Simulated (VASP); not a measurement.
# NaH (P1) in VASP: notebook, part 2 of 2

VASP 6.6.1. The steps go on from the part before.

### Step 4. Single point, r2SCAN

Contents of POSCAR:

```
NaH
1.0
    0.0000000000      4.7947170000      4.7947170000
    4.7947170000      0.0000000000      4.7947170000
    4.7947170000      4.7947170000      0.0000000000
Na H
8 8
Direct
   -0.0071374390     -0.0003403746     -0.0005257870
   -0.0043898316     -0.0077257949      0.5083428282
    0.0013387651      0.4985758284     -0.0001111640
    0.0073779120      0.4987264108      0.4933728101
    0.4907296927      0.0072488116     -0.0061732528
    0.5017193924     -0.0045553262      0.5042911813
    0.5014718283      0.5022309972      0.0019272253
    0.5061285160      0.5083599303      0.4971607292
    0.2707202531      0.2568973310      0.2276799653
    0.2511945961      0.2402900943      0.7485576312
    0.2536589751      0.7675577099      0.2411656413
    0.2583626938      0.7524298097      0.7374639629
    0.7461617651      0.2592368851      0.2555217545
    0.7451967447      0.2571420795      0.7435924790
    0.7559581723      0.7597725789      0.2380848546
    0.7503057010      0.7423068974      0.7553552170
```

Contents of INCAR.step1:

```
PREC = Accurate
ENCUT = 520
ISMEAR = -1
SIGMA = 0.02
LREAL = Auto
LASPH = T
NELM = 80
NBANDS = 46
GGA = PE
ALGO = Normal
EDIFF = 1E-4
LWAVE = T
LCHARG = F
```

Contents of INCAR.step2:

```
PREC = Accurate
ENCUT = 520
EDIFF = 1E-7
ISMEAR = -1
SIGMA = 0.02
LREAL = Auto
LASPH = T
NELM = 80
ALGO = Normal
ISIF = 2
LWAVE = F
LCHARG = T
METAGGA = R2SCAN
LMIXTAU = T
LELF = T
LVHAR = T
NBANDS = 46
ISTART = 1
```

Contents of KPOINTS:

```
regular mesh
0
Gamma
  2 2 2
```

Potentials or basis: VASP PAW PBE potentials, release 64 (Na_pv, H).

Started as:

```bash
$ cat potpaw_PBE.64/Na_pv/POTCAR potpaw_PBE.64/H/POTCAR > POTCAR
$ cp INCAR.step1 INCAR
$ mpirun -np 1 vasp_std > vasp.out
$ cp INCAR.step2 INCAR
$ mpirun -np 1 vasp_std > vasp.out
```

OUTCAR:

```text
PREC = Accurate
   ENCUT = 520
   EDIFF = 1E-7
   ISMEAR = -1
   LREAL = Auto
   LASPH = T
   NELM = 80
   ISIF = 2
   METAGGA = R2SCAN
   ISTART = 1

 ion  position               nearest neighbor table
   1  0.993  1.000  0.999-
   2  0.996  0.992  0.508-
   3  0.001  0.499  1.000-
   4  0.007  0.499  0.493-
   5  0.491  0.007  0.994-
   6  0.502  0.995  0.504-
[... 8 lines left out ...]
  15  0.756  0.760  0.238-
  16  0.750  0.742  0.755-

  LATTYP: Found a face centered cubic cell.
 ALAT       =     9.5894340000

  Lattice vectors:

 A1 = (   0.0000000000,   4.7947170000,   4.7947170000)
 A2 = (   4.7947170000,   0.0000000000,   4.7947170000)
 A3 = (   4.7947170000,   4.7947170000,   0.0000000000)

Analysis of symmetry for initial positions (statically):
[... 179 lines left out ...]
  free energy    TOTEN  =       -60.75746594 eV

  energy without entropy =      -60.75746594  energy(sigma->0) =      -60.75746594

 E-fermi :  -0.8297     XC(G=0):  -8.2242

 val. band max:       -1.3680971761   @ k =   0.5000   0.0000   0.5000
 cond. band min:       3.0201789673   @ k =   0.0000   0.0000   0.0000
 fundamental gap:      4.3882761434
 Fermi energy:        -0.8297333603

 k-point     1 :       0.0000    0.0000    0.0000
  band No.  band energies     occupation
      1     -24.4140      2.00000
      2     -24.4035      2.00000
      3     -24.4013      2.00000
      4     -24.3602      2.00000
      5     -24.3482      2.00000
      6     -24.3338      2.00000
[... 365 lines left out ...]
     43       6.7536      0.00000
     44       6.7682      0.00000
 [bands above 44 left out]

------------------------ aborting loop because EDIFF is reached ----------------------------------------

  FORCE on cell =-STRESS in cart. coord.  units (eV):
  Direction    XX          YY          ZZ          XY          YZ          ZX
  --------------------------------------------------------------------------------------
  -------------------------------------------------------------------------------------
  Total       -0.2296853     -0.2207521     -0.0070584      0.0222879      0.0130383      0.0042004
  in kB       -1.6692636     -1.6043404     -0.0512974      0.1619797      0.0947570      0.0305271
  external PRESSURE =      -1.1083005 kB  Pullay stress =       0.0000000 kB

 VOLUME and BASIS-vectors are now :
 -----------------------------------------------------------------------------
  energy-cutoff  :      520.00
  volume of cell :      220.45
      direct lattice vectors                 reciprocal lattice vectors
     0.000000000  4.794717000  4.794717000    -0.104281441  0.104281441  0.104281441
     4.794717000  0.000000000  4.794717000     0.104281441 -0.104281441  0.104281441
     4.794717000  4.794717000  0.000000000     0.104281441  0.104281441 -0.104281441

 POSITION                                       TOTAL-FORCE (eV/Angst)
 -----------------------------------------------------------------------------------
      9.58528      9.55269      9.55358         0.034674      0.013821      0.132040
      7.19503      7.21103      9.53134        -0.011429     -0.093515      0.154214
      7.18471      4.80060      2.39695        -0.029438      0.002577     -0.000177
      4.75684      2.40096      2.42663         0.006158      0.018901     -0.034624
      4.79987      7.11803      2.38767         0.007081      0.137575      0.077271
      7.19081      4.82354      7.17848        -0.010159     -0.073509      0.093159
[... 8 lines left out ...]
      4.78444      4.76615      7.26750        -0.000841      0.070845     -0.075828
      7.18087      7.21922      7.15665        -0.026429     -0.039426      0.086349
 -----------------------------------------------------------------------------------
    total drift:                                0.004312      0.018593      0.032737

  FREE ENERGIE OF THE ION-ELECTRON SYSTEM (eV)
  ---------------------------------------------------
  free  energy   TOTEN  =       -60.7574659449 eV

  energy  without entropy=      -60.7574659449  energy(sigma->0) =      -60.75746594
```

OSZICAR.step1:

```text
N       E                     dE             d eps       ncg     rms          rms(c)
DAV:   1     0.639165184491E+03    0.63917E+03   -0.32365E+04   736   0.155E+03
DAV:   2     0.127764693751E+02   -0.62639E+03   -0.60390E+03   736   0.449E+02
DAV:   3    -0.420089828060E+02   -0.54785E+02   -0.54115E+02   850   0.151E+02
DAV:   4    -0.440528514067E+02   -0.20439E+01   -0.20375E+01   868   0.271E+01
DAV:   5    -0.440866679492E+02   -0.33817E-01   -0.33815E-01   784   0.398E+00    0.908E+00
DAV:   6    -0.413461541487E+02    0.27405E+01   -0.16845E+00   878   0.564E+00    0.424E+00
DAV:   7    -0.405884768204E+02    0.75768E+00   -0.19870E+00   856   0.439E+00    0.964E-01
DAV:   8    -0.406301105387E+02   -0.41634E-01   -0.99274E-02   748   0.228E+00    0.219E-01
DAV:   9    -0.406290605637E+02    0.10500E-02   -0.10955E-02   888   0.861E-01    0.517E-02
DAV:  10    -0.406290412801E+02    0.19284E-04   -0.46801E-04   570   0.149E-01
   1 F= -.40629041E+02 E0= -.40629041E+02  d E =-.270556E-12
```

It took 19 min on 1 thread of Intel Xeon 8259CL, shared host; peak memory 0.37 GiB.

What came out:

* Free energy: -60.7575 eV
* Pressure: -0.1 GPa
* Largest force: 0.252 eV/Å
* Band gap on the k mesh: 4.39 eV

Forces on the atoms (eV/Å):
```
Na   0.035  0.014  0.132
Na  -0.011 -0.094  0.154
Na  -0.029  0.003  0.000
Na   0.006  0.019 -0.035
Na   0.007  0.138  0.077
Na  -0.010 -0.074  0.093
Na  -0.032 -0.011  0.033
Na  -0.067 -0.063 -0.068
H    0.169 -0.011 -0.187
H    0.081 -0.081  0.072
H   -0.049  0.019 -0.207
H    0.085  0.001 -0.086
H   -0.101  0.022 -0.027
H   -0.055  0.086  0.038
H   -0.001  0.071 -0.076
H   -0.026 -0.039  0.086
```

Caveat: the k points lie up to 0.57 Å⁻¹ apart; the atoms stand as in a frame of molecular dynamics; the PAW data sets were made with another functional, which shifts forces and pressure a little.

### Step 5. Overview

| level | cell | gap on the mesh (eV) | pressure (GPa) | largest force (eV/Å) |
| --- | --- | --- | --- | --- |
| PBE | as given, atomic positions A | 3.74 | 0.7 | 0.36 |
| PBE | as given, atomic positions B | 3.72 | 0.7 | 0.52 |
| r2SCAN | as given, atomic positions C | 4.39 | -0.1 | 0.25 |

Alike in all rows: task single point; potentials or basis VASP PAW PBE potentials, release 64 (Na_pv, H); no spin polarisation; k mesh 2 × 2 × 2; cutoff (eV) 520; smearing fermi-dirac 0.02 eV.

Caveats: all runs use coarse meshes; the atoms stand as in a frame of molecular dynamics; the PAW data sets were made with another functional, which shifts forces and pressure a little (at least some runs).

Absolute energies hang on the potentials; compare differences alone.
